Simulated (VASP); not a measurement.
Al4B3Sb, 8 atoms in the cell. The typed cell holds 8 atoms: a = 3.530 Å, b = 3.533 Å, c = 10.383 Å, α = 80.18°, β = 80.24°, γ = 60.16°. 

| Property | Result |
| --- | --- |
| Program | VASP 6.6.1 |
| Task | single point |
| Functional | PBE |
| Potentials or basis | VASP PAW PBE potentials, release 64 (Al, B, Sb) |
| Cutoff | 520 eV |
| k mesh | 8 × 8 × 2 |
| Occupations | gaussian, width 0.2 eV |
| Spin | no spin polarisation |
| Dipole correction | no |
| Further INCAR settings | ALGO = Normal; EDIFF = 1e-07; NBANDS = 23 |

Potentials or basis: VASP PAW PBE potentials, release 64 (Al, B, Sb).

The run is started by

```console
$ cat potpaw_PBE.64/Al/POTCAR potpaw_PBE.64/B/POTCAR potpaw_PBE.64/Sb/POTCAR > POTCAR
$ mpirun -np 1 vasp_std > vasp.out
```

Hardware: 1 thread of Intel Xeon 8259CL (shared host).

Q: How long does it take, and how much memory?

A: Wall time 4.3 min on 1 thread of Intel Xeon 8259CL, with other jobs on the host, peak memory 0.34 GiB. Counts: scf iterations 14, k points 68.
